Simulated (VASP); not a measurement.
# S (P6/mmm) in VASP: notebook

The runs below take S through single point, relaxation of cell and atoms, with PBE.

Everything below comes from runs of VASP 6.6.1. Logs are shortened: lines on timing, memory, paths and dates and some standing lists are left out, and cuts for length are marked.

### Step 1. The cell of the first run

Symmetry: P6/mmm, No. 191, hexagonal system. Conventional cell: a = 3.990 Å, b = 3.990 Å, c = 4.488 Å, α = 90.00°, β = 90.00°, γ = 120.00°. S (site symmetry -6m2) has 3 S at 2.30 Å within 3.0 Å.

The cell was built from a structure type or drawn by symmetry, and may not be a known phase.

### Step 2. Single point, PBE

INCAR reads:

```
PREC = Accurate
ENCUT = 520
EDIFF = 1E-6
ISMEAR = 0
SIGMA = 0.1
LREAL = F
LASPH = T
NELM = 60
ALGO = Normal
ISIF = 2
LWAVE = F
LCHARG = T
GGA = PE
LELF = T
LVHAR = T
NBANDS = 13
```

KPOINTS reads:

```
Automatic mesh
0
Gamma
  18 18 12
```

POSCAR reads:

```
S
1.0
    3.9901993289      0.0000000000      0.0000000000
   -1.9950996644      3.4556139850      0.0000000000
    0.0000000000      0.0000000000      4.4880042324
S
2
Direct
    0.3333333333      0.6666666667      0.5000000000
    0.6666666667      0.3333333333      0.5000000000
```

Potentials or basis: VASP PAW PBE potentials, release 64 (S).

The run is started by

```bash
$ cat potpaw_PBE.64/S/POTCAR > POTCAR
$ mpirun -np 1 vasp_std > vasp.out
```

OUTCAR:

```text
PREC = Accurate
   ENCUT = 520
   EDIFF = 1E-6
   ISMEAR = 0
   LREAL = F
   LASPH = T
   NELM = 60
   ISIF = 2
   GGA = PE

 ion  position               nearest neighbor table
   1  0.333  0.667  0.500-   2 2.30   2 2.30   2 2.30
   2  0.667  0.333  0.500-   1 2.30   1 2.30   1 2.30

  LATTYP: Found a hexagonal cell.
 ALAT       =     3.9901993289
 C/A-ratio  =     1.1247569012

  Lattice vectors:

 A1 = (   3.9901993289,   0.0000000000,   0.0000000000)
 A2 = (  -1.9950996644,   3.4556139850,   0.0000000000)
 A3 = (   0.0000000000,   0.0000000000,   4.4880042324)

Analysis of symmetry for initial positions (statically):
=====================================================================
 Subroutine PRICEL returns:
 Original cell was already a primitive cell.

 Routine SETGRP: Setting up the symmetry group for a
 hexagonal supercell.

 Subroutine GETGRP returns: Found 24 space group operations
 (whereof 24 operations were pure point group operations)
 out of a pool of 24 trial point group operations.

The static configuration has the point symmetry D_6h.

Analysis of symmetry for dynamics (positions and initial velocities):
=====================================================================
 Subroutine PRICEL returns:
 Original cell was already a primitive cell.

 Routine SETGRP: Setting up the symmetry group for a
 hexagonal supercell.

 Subroutine GETGRP returns: Found 24 space group operations
 (whereof 24 operations were pure point group operations)
 out of a pool of 24 trial point group operations.

The dynamic configuration has the point symmetry D_6h.

 Subroutine INISYM returns: Found 24 space group operations
 (whereof 24 operations are pure point group operations),
 and found     1 'primitive' translations

----------------------------------------------------------------------------------------

                                     Primitive cell

  volume of cell :      61.8832

  direct lattice vectors                    reciprocal lattice vectors
     3.990199329  0.000000000  0.000000000     0.250614046  0.144692087  0.000000000
    -1.995099664  3.455613985  0.000000000     0.000000000  0.289384174  0.000000000
     0.000000000  0.000000000  4.488004232     0.000000000  0.000000000  0.222816189

  length of vectors
     3.990199329  3.990199329  4.488004232     0.289384174  0.289384174  0.222816189

  position of ions in fractional coordinates (direct lattice)
     0.333333333  0.666666667  0.500000000
     0.666666667  0.333333333  0.500000000

  ion indices of the primitive-cell ions
   primitive index   ion index
                 1           1
                 2           2

----------------------------------------------------------------------------------------

 KPOINTS: Automatic mesh

Automatic generation of k-mesh.
 Grid dimensions read from file:
 generate k-points for:   18   18   12

 Generating k-lattice:

  Cartesian coordinates                     Fractional coordinates (reciprocal lattice)
     0.013923003  0.008038449  0.000000000     0.055555556  0.000000000  0.000000000
     0.000000000  0.016076899  0.000000000     0.000000000  0.055555556  0.000000000
     0.000000000  0.000000000  0.018568016     0.000000000  0.000000000  0.083333333

  Length of vectors
     0.016076899  0.016076899  0.018568016

  Shift w.r.t. Gamma in fractional coordinates (k-lattice)
     0.000000000  0.000000000  0.000000000

 Subroutine IBZKPT returns following result:
 ===========================================

 Found    259 irreducible k-points:

 Following reciprocal coordinates:
            Coordinates               Weight
  0.000000  0.000000  0.000000      1.000000
  0.055556  0.000000  0.000000      6.000000
  0.111111  0.000000  0.000000      6.000000
  0.166667  0.000000  0.000000      6.000000
  0.222222 -0.000000  0.000000      6.000000
  0.277778  0.000000  0.000000      6.000000
[... 16 lines left out ...]
  0.333333  0.111111  0.000000     12.000000
  0.388889  0.111111  0.000000     12.000000
 [... further k-points ...]
   k-points           NKPTS =    259   k-points in BZ     NKDIM =    259   number of bands    NBANDS=     13
   number of dos      NEDOS =    301   number of ions     NIONS =      2
   total plane-waves  NPLWV =  32400
   dimension x,y,z NGX =    30 NGY =   30 NGZ =   36
   dimension x,y,z NGXF=    60 NGYF=   60 NGZF=   72
   ions per type =               2
   NGX,Y,Z   is equivalent  to a cutoff of  12.50, 12.50, 13.34 a.u.
   NGXF,Y,Z  is equivalent  to a cutoff of  25.00, 25.00, 26.67 a.u.
 SYSTEM =  unknown system
   PREC   = accura    normal or accurate (medium, high low for compatibility)
   ISTART =      0    job   : 0-new  1-cont  2-samecut
   ICHARG =      2    charge: 1-file 2-atom 10-const
   ISPIN  =      1    spin polarized calculation?
   LNONCOLLINEAR =      F non collinear calculations
   LSORBIT =      F    spin-orbit coupling
   LASPH  =      T    aspherical Exc in radial PAW
   ENCUT  =  520.0 eV  38.22 Ry    6.18 a.u.   7.42  7.42  8.34*2*pi/ulx,y,z
   NELM   =     60;   NELMIN=  2; NELMDL= -5     # of ELM steps
   EDIFF  = 0.1E-05   stopping-criterion for ELM
   LREAL  =      F    real-space projection
   EDIFFG = 0.1E-04   stopping-criterion for IOM
   NSW    =      0    number of steps for IOM
   IBRION =     -1    ionic relax: 0-MD 1-quasi-New 2-CG
   NFREE  =      0    steps in history (QN), initial steepest desc. (CG)
   ISIF   =      2    stress and relaxation
   ISYM   =      2    0-nonsym 1-usesym 2-fastsym
   POTIM  = 0.5000    time-step for ionic-motion
   TEBEG  =    0.0;   TEEND  =   0.0 temperature during run
   PSTRESS=    0.0 pullay stress
   NELECT =      12.0000    total number of electrons
   NUPDOWN=      -1.0000    fix difference up-down
   EMIN   =  10.00;   EMAX   =-10.00  energy-range for DOS
   EFERMI =   0.00;   METHOD = LEGACY
   ISMEAR =     0;   SIGMA  =   0.10  broadening in eV -4-tet -1-fermi 0-gaus
   EFERMI_NEDOS =   21; number of points for ismear=-14 and -15
   IALGO  =     38    algorithm
   IMIX   =      4    mixing-type and parameters
     AMIX     =   0.40;   BMIX     =  1.00
     AMIX_MAG =   1.60;   BMIX_MAG =  1.00
  volume/ion in A,a.u.               =      30.94       208.80
  Fermi-wavevector in a.u.,A,eV,Ry     =   0.947569  1.790646 12.216497  0.897887
  Thomas-Fermi vector in A             =   2.075675
   LORBIT       =      0    0 simple, 1 ext, 2 COOP (PROOUT), +10 PAW based schemes
   GGA     = PE    functional components
   LHFCALC =     F    Hartree Fock is set to
   AEXX    =    0.0000 exact exchange contribution
   IVDW    =     0    specifies the selected vdW correction
   LEPSILON=     F    determine dielectric tensor
   LRPA    =     F    only Hartree local field effects (RPA)
 non-spin polarized calculation
 Gauss-broadening in eV      SIGMA  =   0.10
  energy-cutoff  :      520.00
  volume of cell :       61.88
 maximum number of plane-waves:      1696
 NGX is ok and might be reduce to    30
   NGX = 15   NGY = 15   NGZ = 17

 number of electron      12.0000003 magnetization

 Free energy of the ion-electron system (eV)
  ---------------------------------------------------
  ext. energy  EPLUGINS =         0.00000000
  ---------------------------------------------------
  free energy    TOTEN  =        -6.63286284 eV

  energy without entropy =       -6.62257955  energy(sigma->0) =       -6.62772120

 E-fermi :   1.4620     XC(G=0):  -7.3069

 val. band max:        1.4585551415   @ k =   0.2222   0.0556   0.0833
 cond. band min:       1.4662869800   @ k =   0.1667   0.1111   0.3333
 fundamental gap:      0.0077318385
 Fermi energy:         1.4619564850

 k-point     1 :       0.0000    0.0000    0.0000
  band No.  band energies     occupation
      1     -14.7509      2.00000
      2      -7.1672      2.00000
      3      -4.1310      2.00000
      4      -4.1310      2.00000
      5      -2.7276      2.00000
      6       1.2807      1.98963
      7       1.2807      1.98963
      8       2.5473      0.00000
      9       5.1043      0.00000
     10       9.3853      0.00000
     11      11.1724      0.00000
     12      11.1724      0.00000
     13      15.3070      0.00000

 k-point     2 :       0.0556    0.0000    0.0000
  band No.  band energies     occupation
      1     -14.7230      2.00000
      2      -7.3621      2.00000
      3      -4.1663      2.00000
      4      -3.9470      2.00000
      5      -2.7024      2.00000
      6       1.2792      1.99027
      7       1.3707      1.80337
      8       2.4860      0.00000
      9       5.1441      0.00000
     10       9.4959      0.00000
     11      11.1068      0.00000
     12      11.1940      0.00000
     13      14.8163      0.00000

 k-point     3 :       0.1111    0.0000    0.0000
  band No.  band energies     occupation
      1     -14.6397      2.00000
      2      -7.8373      2.00000
      3      -4.2633      2.00000
      4      -3.5139      2.00000
      5      -2.6275      2.00000
      6       1.2936      1.98271
      7       1.6305      0.01715
      8       2.3097      0.00000
      9       5.2610      0.00000
     10       9.8101      0.00000
     11      10.9343      0.00000
     12      11.2243      0.00000
     13      14.3930      0.00000
[... 305 lines left out ...]
 k-point    23 :       0.3333    0.1111    0.0000
  band No.  band energies     occupation
      1     -13.4424      2.00000
      2     -10.9074      2.00000
      3      -5.1954      2.00000
      4      -1.5725      2.00000
      5      -1.4687      2.00000
      6       0.4775      2.00000
      7       2.5336      0.00000
      8       4.8916      0.00000
      9       6.8022      0.00000
     10       8.7756      0.00000
     11       9.1079      0.00000
     12      10.3582      0.00000
     13      11.5090      0.00000

 k-point    24 :       0.3889    0.1111    0.0000
  band No.  band energies     occupation
      1     -13.1879      2.00000
      2     -11.2888      2.00000
      3      -5.2715      2.00000
      4      -1.4079      2.00000
      5      -1.3547      2.00000
      6       0.1921      2.00000
      7       2.9672      0.00000
      8       5.3607      0.00000
      9       7.0922      0.00000
     10       8.1447      0.00000
     11       8.9750      0.00000
     12       9.8370      0.00000
     13      11.4504      0.00000

 [... further k-points ...]

------------------------ aborting loop because EDIFF is reached ----------------------------------------

  FORCE on cell =-STRESS in cart. coord.  units (eV):
  Direction    XX          YY          ZZ          XY          YZ          ZX
  --------------------------------------------------------------------------------------
  -------------------------------------------------------------------------------------
  Total       -0.0422508     -0.0422508     -0.0142206     -0.0000000      0.0000000     -0.0000000
  in kB       -1.0938865     -1.0938865     -0.3681771     -0.0000000      0.0000000     -0.0000000
  external PRESSURE =      -0.8519834 kB  Pullay stress =       0.0000000 kB

 VOLUME and BASIS-vectors are now :
 -----------------------------------------------------------------------------
  energy-cutoff  :      520.00
  volume of cell :       61.88
      direct lattice vectors                 reciprocal lattice vectors
     3.990199329  0.000000000  0.000000000     0.250614046  0.144692087  0.000000000
    -1.995099664  3.455613985  0.000000000     0.000000000  0.289384174  0.000000000
     0.000000000  0.000000000  4.488004232     0.000000000  0.000000000  0.222816189

 POSITION                                       TOTAL-FORCE (eV/Angst)
 -----------------------------------------------------------------------------------
     -0.00000      2.30374      2.24400         0.000000      0.000000      0.000000
      1.99510      1.15187      2.24400        -0.000000     -0.000000     -0.000000
 -----------------------------------------------------------------------------------
    total drift:                               -0.000000      0.000000      0.000000

  FREE ENERGIE OF THE ION-ELECTRON SYSTEM (eV)
  ---------------------------------------------------
  free  energy   TOTEN  =        -6.6328628446 eV

  energy  without entropy=       -6.6225795512  energy(sigma->0) =       -6.62772120
```

It took 68 s on 1 thread of Intel Xeon 6975P-C (Granite Rapids), shared host; peak memory 0.27 GiB.

What came out:

```
Free energy            : -6.6329 eV
Pressure               : -0.1 GPa
Band gap on the k mesh : zero (bands 6 and 7 overlap by 0.52 eV)
```

Caveat: this functional lacks dispersion, which binds the layers, so the pressure and a relaxed spacing across them are unreliable.

### Step 3. Relaxation of cell and atoms, PBE

This run uses another cell than the first one, of 33.73 Å³/atom.

INCAR reads:

```
  PREC = Accurate
  ENCUT = 600
  EDIFF = 1E-6
  ISMEAR = 0
  SIGMA = 0.1
  LREAL = False
  LASPH = True
  NELM = 100
  ALGO = Normal
  ISIF = 3
  LWAVE = False
  LCHARG = False
  GGA = PE
  IBRION = 2
  NSW = 100
  EDIFFG = -0.01
```

KPOINTS reads:

```
regular mesh
0
Gamma
  18 18 12
```

POSCAR reads:

```
S
1.0
    4.0197978606      0.0000000000      0.0000000000
   -2.0098989303      3.4812470654      0.0000000000
    0.0000000000      0.0000000000      4.8204101015
S
2
Direct
    0.3333333333      0.6666666667      0.5000000000
    0.6666666667      0.3333333333      0.5000000000
```

Potentials or basis: VASP PAW PBE potentials, release 64 (S).

The run is started by

```bash
$ cat potpaw_PBE.64/S/POTCAR > POTCAR
$ mpirun -np 1 vasp_std > vasp.out
```

It took 4.6 min on 1 thread of Intel Xeon 6975P-C (Granite Rapids), shared host; peak memory 0.32 GiB.

Results (log left out):

```yaml
Free_energy: -6.6331 eV
Relaxed_volume: 31.37 Å³/atom
Relaxed_cell: a = 3.988 Å, b = 3.988 Å, c = 4.555 Å, α = 90.00°, β = 90.00°, γ = 120.00°
Space_group_after_relaxing_to_0.1_Å: P6/mmm (No. 191)
Energy_gained_by_relaxing: 2.4 meV/atom
Ionic_steps: 10
Pressure_after_relaxing: 0.0 GPa
Band_gap_on_the_k_mesh: zero (bands 6 and 7 overlap by 0.51 eV)
```

The path:
| step | energy change (eV) | largest force (eV/Å) | pressure (GPa) | volume (Å³) |
| --- | --- | --- | --- | --- |
| 1 | 0.0000 | 0.0000 | -0.77 | 67.46 |
| 2 | -0.0030 | 0.0000 | 0.36 | 65.89 |
| 3 | -0.0038 | 0.0000 | -0.02 | 66.37 |
| 4 | -0.0038 | 0.0000 | -0.03 | 66.39 |
| 5 | -0.0038 | 0.0000 | -0.04 | 66.36 |
| 6 | -0.0039 | 0.0000 | -0.03 | 66.24 |
| 7 | -0.0040 | 0.0000 | -0.03 | 66.01 |
| 8 | -0.0041 | 0.0000 | -0.03 | 65.54 |
| 9 | -0.0045 | 0.0000 | -0.02 | 64.61 |
| 10 | -0.0049 | 0.0000 | 0.00 | 62.74 |

Final structure:
```
S
1.0
     3.98791    0.00000    0.00000
    -1.99396    3.45363    0.00000
     0.00000    0.00000    4.55531
S
2
Direct
  0.33333 0.66667 0.50000
  0.66667 0.33333 0.50000
```

Levels at points of the mesh, in eV from the Fermi level:
```tsv
k point	band 2	band 3	band 4	band 5	band 6	band 7	band 8	band 9	band 10
(0.00, 0.00, 0.00)	-8.62	-5.60	-5.60	-4.23	-0.18	-0.18	1.08	3.62	7.94
(0.50, 0.00, 0.00)	-12.80	-6.48	-3.43	-2.83	-1.32	2.38	3.49	6.01	6.34
(0.00, 0.00, 0.50)	-8.59	-5.58	-5.58	-4.79	-0.14	-0.14	0.87	7.18	8.08
(0.50, 0.00, 0.50)	-12.77	-6.46	-3.38	-3.29	-1.74	2.40	3.50	6.47	7.12
```

Caveat: this functional lacks dispersion, which binds the layers, so the pressure and a relaxed spacing across them are unreliable.
